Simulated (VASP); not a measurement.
# GaN (P6_3mc) in VASP: relaxation of cell and atoms with PBE

Aim: the relaxation of cell and atoms of GaN with PBE.

Everything below comes from runs of VASP 6.6.1. Logs are shortened: lines on timing, memory, paths and dates and some standing lists are left out, and cuts for length are marked.

## 1. The cell of the first run

It takes space group P6_3mc (No. 186, hexagonal). The conventional cell has a = 3.189 Å, b = 3.189 Å, c = 5.192 Å, α = 90.00°, β = 90.00°, γ = 120.00°. Within 2.6 Å of Ga (site symmetry 3m) lie 4 N at 1.95 to 1.96 Å. Within 2.6 Å of N (site symmetry 3m) lie 4 Ga at 1.95 to 1.96 Å.

## 2. Relaxation of cell and atoms, PBE

INCAR

```
SYSTEM = GaN
ALGO     = Normal         ! electronic algorithm
EDIFF    = 1E-7           ! SCF threshold, eV
EDIFFG   = -0.005         ! ionic threshold
ENCUT    = 600            ! plane-wave cutoff, eV
GGA      = PE             ! functional
IBRION   = 2              ! ionic algorithm
ISIF     = 3              ! what is computed and relaxed
ISMEAR   = 0              ! smearing method
LASPH    = .True.         ! aspherical terms in the spheres
LCHARG   = .False.        ! write CHGCAR
LREAL    = .False.        ! projectors in reciprocal space
LWAVE    = .False.        ! write WAVECAR
NELM     = 60             ! most SCF steps
NSW      = 100            ! ionic steps
PREC     = Accurate       ! precision mode
SIGMA    = 0.02           ! smearing width, eV
```

KPOINTS

```
k-points
0
Gamma
  9 9 6
  0 0 0
```

POSCAR

```
GaN
1.0
    3.1889304035      0.0000000000      0.0000000000
   -1.5944652018      2.7616947404      0.0000000000
    0.0000000000      0.0000000000      5.1923572500
Ga N
2 2
Direct
    0.6666666700      0.3333333300      0.4990837100
    0.3333333300      0.6666666700      0.9990837100
    0.6666666700      0.3333333300      0.8759162900
    0.3333333300      0.6666666700      0.3759162900
```

Potentials or basis: VASP PAW PBE potentials, release 64 (Ga_d, N).

Launch:

```console
$ cat potpaw_PBE.64/Ga_d/POTCAR potpaw_PBE.64/N/POTCAR > POTCAR
$ mpirun -np 1 vasp_std > vasp.out
```

OUTCAR:

```text
SYSTEM = GaN
   EDIFF = 1E-7
   EDIFFG = -0.005
   ENCUT = 600
   GGA = PE
   IBRION = 2
   ISIF = 3
   ISMEAR = 0
   LASPH = .True.
   LREAL = .False.
   NELM = 60
   NSW = 100
   PREC = Accurate

 ion  position               nearest neighbor table
   1  0.667  0.333  0.499-   4 1.95   4 1.95   4 1.95   3 1.96
   2  0.333  0.667  0.999-   3 1.95   3 1.95   3 1.95   4 1.96
   3  0.667  0.333  0.876-   2 1.95   2 1.95   2 1.95   1 1.96
   4  0.333  0.667  0.376-   1 1.95   1 1.95   1 1.95   2 1.96

  LATTYP: Found a hexagonal cell.
 ALAT       =     3.1889304035
 C/A-ratio  =     1.6282441424

  Lattice vectors:

 A1 = (   3.1889304035,   0.0000000000,   0.0000000000)
 A2 = (  -1.5944652018,   2.7616947404,   0.0000000000)
 A3 = (   0.0000000000,   0.0000000000,   5.1923572500)

Analysis of symmetry for initial positions (statically):
=====================================================================
 Subroutine PRICEL returns:
 Original cell was already a primitive cell.

 Routine SETGRP: Setting up the symmetry group for a
 hexagonal supercell.

 Subroutine GETGRP returns: Found 12 space group operations
 (whereof  6 operations were pure point group operations)
 out of a pool of 24 trial point group operations.

The static configuration has the point symmetry C_3v.
 The point group associated with its full space group is C_6v.

Analysis of symmetry for dynamics (positions and initial velocities):
=====================================================================
 Subroutine PRICEL returns:
 Original cell was already a primitive cell.

 Routine SETGRP: Setting up the symmetry group for a
 hexagonal supercell.

 Subroutine GETGRP returns: Found 12 space group operations
 (whereof  6 operations were pure point group operations)
 out of a pool of 24 trial point group operations.

The dynamic configuration has the point symmetry C_3v.
 The point group associated with its full space group is C_6v.

 Subroutine INISYM returns: Found 12 space group operations
 (whereof  6 operations are pure point group operations),
 and found     1 'primitive' translations

----------------------------------------------------------------------------------------

                                     Primitive cell

  volume of cell :      45.7283

  direct lattice vectors                    reciprocal lattice vectors
     3.188930404  0.000000000  0.000000000     0.313584768  0.181048250  0.000000000
    -1.594465202  2.761694740  0.000000000     0.000000000  0.362096500  0.000000000
     0.000000000  0.000000000  5.192357250     0.000000000  0.000000000  0.192590754

  length of vectors
     3.188930404  3.188930404  5.192357250     0.362096500  0.362096500  0.192590754

  position of ions in fractional coordinates (direct lattice)
     0.666666670  0.333333330  0.499083710
     0.333333330  0.666666670  0.999083710
     0.666666670  0.333333330  0.875916290
     0.333333330  0.666666670  0.375916290

  ion indices of the primitive-cell ions
   primitive index   ion index
                 1           1
                 2           2
                 3           3
                 4           4

----------------------------------------------------------------------------------------

 KPOINTS: k-points

Automatic generation of k-mesh.
 Grid dimensions read from file:
 generate k-points for:    9    9    6

 Generating k-lattice:

  Cartesian coordinates                     Fractional coordinates (reciprocal lattice)
     0.034842752  0.020116472  0.000000000     0.111111111 -0.000000000  0.000000000
     0.000000000  0.040232944  0.000000000     0.000000000  0.111111111  0.000000000
     0.000000000  0.000000000  0.032098459     0.000000000  0.000000000  0.166666667

  Length of vectors
     0.040232944  0.040232944  0.032098459

  Shift w.r.t. Gamma in fractional coordinates (k-lattice)
     0.000000000  0.000000000  0.000000000

 Subroutine IBZKPT returns following result:
 ===========================================

 Found     48 irreducible k-points:

 Following reciprocal coordinates:
            Coordinates               Weight
  0.000000  0.000000  0.000000      1.000000
  0.111111 -0.000000  0.000000      6.000000
  0.222222 -0.000000  0.000000      6.000000
  0.333333  0.000000  0.000000      6.000000
  0.444444 -0.000000  0.000000      6.000000
  0.111111  0.111111  0.000000      6.000000
[... 16 lines left out ...]
  0.333333  0.222222  0.166667     24.000000
  0.333333  0.333333  0.166667      4.000000
 [... further k-points ...]
   k-points           NKPTS =     48   k-points in BZ     NKDIM =     48   number of bands    NBANDS=     22
   number of dos      NEDOS =    301   number of ions     NIONS =      4
   total plane-waves  NPLWV =  32928
   dimension x,y,z NGX =    28 NGY =   28 NGZ =   42
   dimension x,y,z NGXF=    56 NGYF=   56 NGZF=   84
   ions per type =               2   2
   NGX,Y,Z   is equivalent  to a cutoff of  14.60, 14.60, 13.45 a.u.
   NGXF,Y,Z  is equivalent  to a cutoff of  29.19, 29.19, 26.89 a.u.
 SYSTEM =  GaN
   PREC   = accura    normal or accurate (medium, high low for compatibility)
   ISTART =      0    job   : 0-new  1-cont  2-samecut
   ICHARG =      2    charge: 1-file 2-atom 10-const
   ISPIN  =      1    spin polarized calculation?
   LNONCOLLINEAR =      F non collinear calculations
   LSORBIT =      F    spin-orbit coupling
   LASPH  =      T    aspherical Exc in radial PAW
   ENCUT  =  600.0 eV  44.10 Ry    6.64 a.u.   6.37  6.37 10.37*2*pi/ulx,y,z
   NELM   =     60;   NELMIN=  2; NELMDL= -5     # of ELM steps
   EDIFF  = 0.1E-06   stopping-criterion for ELM
   LREAL  =      F    real-space projection
   EDIFFG = -.5E-02   stopping-criterion for IOM
   NSW    =    100    number of steps for IOM
   IBRION =      2    ionic relax: 0-MD 1-quasi-New 2-CG
   NFREE  =      1    steps in history (QN), initial steepest desc. (CG)
   ISIF   =      3    stress and relaxation
   ISYM   =      2    0-nonsym 1-usesym 2-fastsym
   POTIM  = 0.5000    time-step for ionic-motion
   TEBEG  =    0.0;   TEEND  =   0.0 temperature during run
   PSTRESS=    0.0 pullay stress
   NELECT =      36.0000    total number of electrons
   NUPDOWN=      -1.0000    fix difference up-down
   EMIN   =  10.00;   EMAX   =-10.00  energy-range for DOS
   EFERMI =   0.00;   METHOD = LEGACY
   ISMEAR =     0;   SIGMA  =   0.02  broadening in eV -4-tet -1-fermi 0-gaus
   EFERMI_NEDOS =   21; number of points for ismear=-14 and -15
   IALGO  =     38    algorithm
   IMIX   =      4    mixing-type and parameters
     AMIX     =   0.40;   BMIX     =  1.00
     AMIX_MAG =   1.60;   BMIX_MAG =  1.00
  volume/ion in A,a.u.               =      11.43        77.15
  Fermi-wavevector in a.u.,A,eV,Ry     =   1.511636  2.856578 31.089905  2.285044
  Thomas-Fermi vector in A             =   2.621667
   LORBIT       =      0    0 simple, 1 ext, 2 COOP (PROOUT), +10 PAW based schemes
   GGA     = PE    functional components
   LHFCALC =     F    Hartree Fock is set to
   AEXX    =    0.0000 exact exchange contribution
   IVDW    =     0    specifies the selected vdW correction
   LEPSILON=     F    determine dielectric tensor
   LRPA    =     F    only Hartree local field effects (RPA)
 conjugate gradient relaxation of ions
 non-spin polarized calculation
 Gauss-broadening in eV      SIGMA  =   0.02
  energy-cutoff  :      600.00
  volume of cell :       45.73
 maximum number of plane-waves:      1541
 NGX is ok and might be reduce to    28
   NGX = 13   NGY = 13   NGZ = 21

--------------------------------------- Ionic step        1  -------------------------------------------

 number of electron      35.9999997 magnetization

 Free energy of the ion-electron system (eV)
  ---------------------------------------------------
  ext. energy  EPLUGINS =         0.00000000
  ---------------------------------------------------
  free energy    TOTEN  =       -24.30892160 eV

  energy without entropy =      -24.30892160  energy(sigma->0) =      -24.30892160

------------------------ aborting loop because EDIFF is reached ----------------------------------------

  FORCE on cell =-STRESS in cart. coord.  units (eV):
  Direction    XX          YY          ZZ          XY          YZ          ZX
  --------------------------------------------------------------------------------------
  -------------------------------------------------------------------------------------
  Total        1.4289872      1.4289872      1.4703306     -0.0000000      0.0000000      0.0000000
  in kB       50.0672381     50.0672381     51.5157807     -0.0000000      0.0000000      0.0000000
  external PRESSURE =      50.5500856 kB  Pullay stress =       0.0000000 kB
[... 61 lines left out ...]
  energy  without entropy=      -24.3149577131  energy(sigma->0) =      -24.31495771

--------------------------------------- Ionic step        3  -------------------------------------------

 number of electron      36.0000002 magnetization

 Free energy of the ion-electron system (eV)
  ---------------------------------------------------
  ext. energy  EPLUGINS =         0.00000000
  ---------------------------------------------------
  free energy    TOTEN  =       -24.32886228 eV

  energy without entropy =      -24.32886228  energy(sigma->0) =      -24.32886228

 E-fermi :   5.1194     XC(G=0): -11.5156

 val. band max:        5.0095255137   @ k =   0.0000   0.0000   0.0000
 cond. band min:       6.7267903754   @ k =   0.0000   0.0000   0.0000
 fundamental gap:      1.7172648617
 Fermi energy:         5.1193777428

 k-point     1 :       0.0000    0.0000    0.0000
  band No.  band energies     occupation
      1     -10.7268      2.00000
      2      -9.9031      2.00000
      3      -8.4110      2.00000
      4      -8.3967      2.00000
      5      -8.3967      2.00000
      6      -8.3408      2.00000
[... 574 lines left out ...]
      6      -8.1971      2.00000
[... 14 lines left out ...]
     21      12.2809      0.00000
     22      13.2271      0.00000

 [... further k-points ...]
[... 5 lines left out ...]
  --------------------------------------------------------------------------------------
  -------------------------------------------------------------------------------------
  Total       -0.0150385     -0.0150385      0.0170287      0.0000000      0.0000000     -0.0000000
  in kB       -0.5123435     -0.5123435      0.5801484      0.0000000      0.0000000     -0.0000000
  external PRESSURE =      -0.1481795 kB  Pullay stress =       0.0000000 kB
[... 19 lines left out ...]
  FREE ENERGIE OF THE ION-ELECTRON SYSTEM (eV)
  ---------------------------------------------------
  free  energy   TOTEN  =       -24.3288622804 eV

  energy  without entropy=      -24.3288622804  energy(sigma->0) =      -24.32886228

 reached required accuracy - stopping structural energy minimisation
```

It took 5 min on 1 thread of Intel Xeon 8259CL, shared host; peak memory 0.22 GiB.

Results:

```yaml
Free_energy: -24.3289 eV
Relaxed_volume: 11.76 Å³/atom
Relaxed_cell: a = 3.219 Å, b = 3.219 Å, c = 5.242 Å, α = 90.00°, β = 90.00°, γ = 120.00°
Space_group_after_relaxing_to_0.1_Å: P6_3mc (No. 186)
Energy_gained_by_relaxing: 5.0 meV/atom
Ionic_steps: 3
Pressure_after_relaxing: 0.0 GPa
Band_gap_on_the_k_mesh: 1.72 eV
```

Stress tensor (GPa, compression positive):
```
-0.05  0.00  0.00
 0.00 -0.05  0.00
 0.00  0.00  0.06
```

The path:
| step | energy change (eV) | largest force (eV/Å) | pressure (GPa) | volume (Å³) |
| --- | --- | --- | --- | --- |
| 1 | 0.0000 | 0.0057 | 5.06 | 45.73 |
| 2 | -0.0060 | 0.0043 | -3.85 | 48.16 |
| 3 | -0.0199 | 0.0002 | -0.01 | 47.03 |

Final structure:
```
Ga N
1.0
     3.21857    0.00000    0.00000
    -1.60928    2.78736    0.00000
     0.00000    0.00000    5.24201
Ga N
2 2
Direct
  0.66667 0.33333 0.49911
  0.33333 0.66667 0.99911
  0.66667 0.33333 0.87589
  0.33333 0.66667 0.37589
```
